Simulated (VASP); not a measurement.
Input of a VASP 6.6.1 run:

INCAR

```
PREC = Accurate
ENCUT = 520
EDIFF = 1E-7
ISMEAR = -1
SIGMA = 0.1
LREAL = False
LASPH = True
NELM = 100
ALGO = Normal
ISIF = 2
LWAVE = False
LCHARG = False
GGA = PE
NBANDS = 12
```

KPOINTS

```
Automatic mesh
0
Gamma
  22 22 22
```

Contents of POSCAR:

```
Nb
1.0
   -1.6324308689      1.6324308689      1.6324308689
    1.6324308689     -1.6324308689      1.6324308689
    1.6324308689      1.6324308689     -1.6324308689
Nb
1
Direct
    0.0000000000      0.0000000000      0.0000000000
```

Potentials or basis: VASP PAW PBE potentials, release 64 (Nb_sv).

The run is started by

```console
$ cat potpaw_PBE.64/Nb_sv/POTCAR > POTCAR
$ mpirun -np 1 vasp_std > vasp.out
```

What does it give for the pressure?

7.5 GPa.
